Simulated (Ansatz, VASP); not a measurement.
Two plane-wave programs on SnSe2

```
CELL_PARAMETERS angstrom
4.17071 0.00000 0.00000
-2.08536 3.61194 0.00000
0.00000 0.00000 6.02209
ATOMIC_POSITIONS crystal
Sn 0.00000 0.00000 0.00000
Se 0.33333 0.66667 0.22815
Se 0.66667 0.33333 0.77185
```

Alike in both runs: task single point; functional PBE; k mesh 12 × 12 × 4; occupations gaussian, width 0.05 eV; no spin polarisation.

|  | VASP | Ansatz |
| --- | --- | --- |
| version | VASP 6.6.1 | Ansatz 0.2.0 |
| potentials or method | VASP PAW PBE potentials, release 64 (Sn_d, Se), cutoff 520 eV | scalar-relativistic, plane waves, PAW |
| valence electrons in the cell | 26 | 46 |

```tsv
	VASP	Ansatz	Ansatz less VASP
gap on the k mesh at the Fermi level (eV)	0.03	0.04	+0.003
least direct gap on the mesh (eV)	0.03	0.04	+0.003
pressure (GPa)	-0.9	-1.0	-0.04
traceless stress, the component that is largest in VASP (GPa)	4.41	4.44	+0.030
rms of the force components (eV/Å)	0.352	0.349	-0.0029
```

Atom by atom the forces differ by 0.003 eV/Å (rms over components). With one functional, cell and mesh, what is left measures potentials, basis and numerics. VASP's potentials hold 26 valence electrons a cell and Ansatz's 46, so a difference there can come from the potentials and not from the codes.
